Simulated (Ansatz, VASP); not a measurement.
One calculation of CdS, two programs

File POSCAR:

```
CdS
1.0
    4.1437782618      0.0000000000      0.0000000000
   -2.0718891309      3.5886172423      0.0000000000
    0.0000000000      0.0000000000      6.7974712400
Cd S
2 2
Direct
    0.3333333333      0.6666666667      0.0001691295
    0.6666666667      0.3333333333      0.5001691295
    0.3333333333      0.6666666667      0.3748308705
    0.6666666667      0.3333333333      0.8748308705
```

The input INCAR.step1:

```
SYSTEM = CdS
PREC = Accurate ; ENCUT = 520
ISMEAR = 0 ; SIGMA = 0.01
LREAL = .False. ; LASPH = .True.
NELM = 60 ; NBANDS = 26
GGA = PE ; ALGO = Normal
EDIFF = 1E-4 ; LWAVE = .True.
LCHARG = .False.
```

File INCAR.step2:

```
SYSTEM = CdS
PREC = Accurate ; ENCUT = 520
EDIFF = 1E-7 ; ISMEAR = 0
SIGMA = 0.01 ; LREAL = .False.
LASPH = .True. ; NELM = 60
ALGO = Normal ; ISIF = 2
LWAVE = .False. ; LCHARG = .True.
METAGGA = R2SCAN ; LMIXTAU = .True.
LELF = .True. ; LVHAR = .True.
NBANDS = 26 ; ISTART = 1
```

The input KPOINTS:

```
regular mesh
0
Gamma
  12 12 4
  0 0 0
```

Input for Ansatz:

```yaml
crystal:
  lattice:
    - [4.1437782618, 0.0, 0.0]
    - [-2.0718891309, 3.5886172423, 0.0]
    - [0.0, 0.0, 6.79747124]
  atoms:
    - { symbol: Cd, position: [0.3333333333, 0.6666666667, 0.0001691295] }
    - { symbol: Cd, position: [0.6666666667, 0.3333333333, 0.5001691295] }
    - { symbol: S, position: [0.3333333333, 0.6666666667, 0.3748308705] }
    - { symbol: S, position: [0.6666666667, 0.3333333333, 0.8748308705] }
kpoints:
  mp_grid: { grid: [12, 12, 4] }
  band_path:
    path:
      - [0.0, 0.0, 0.0]
      - [0.5, 0.0, 0.0]
      - [0.3333333333, 0.3333333333, 0.0]
      - [0.0, 0.0, 0.5]
      - [0.5, 0.0, 0.5]
      - [0.3333333333, 0.3333333333, 0.5]
    npoints: 1
hamiltonian:
  xc: r2scan
scf:
  occupations: { method: fixed }
  n_extra_bands: 5
output:
  forces: true
  stress: true
  eigenvalues: true
```

Change from the starting cell: epitaxial_xy strain -0.5%.

Alike in both runs: task single point; functional r2SCAN; k mesh 12 × 12 × 4; no spin polarisation.

|  | VASP | Ansatz |
| --- | --- | --- |
| version | VASP 6.6.1 | Ansatz 0.2.0 |
| potentials or method | VASP PAW PBE potentials, release 64 (Cd, S) | plane waves, PAW |
| plane-wave cutoff (eV) | 520 | 500 |
| occupations | gaussian, width 0.01 eV | fixed |
| valence electrons in the cell | 36 | 52 |

|  | VASP | Ansatz | Ansatz less VASP |
| --- | --- | --- | --- |
| gap on the k mesh at the Fermi level (eV) | 1.62 | 1.63 | +0.005 |
| pressure (GPa) | 0.6 | 0.3 | -0.31 |
| traceless stress, the component that is largest in VASP (GPa) | -0.30 | -0.30 | -0.001 |

VASP's potentials were made for PBE, not for r2SCAN. VASP's potentials hold 36 valence electrons a cell and Ansatz's 52, so a difference there can come from the potentials and not from the codes.
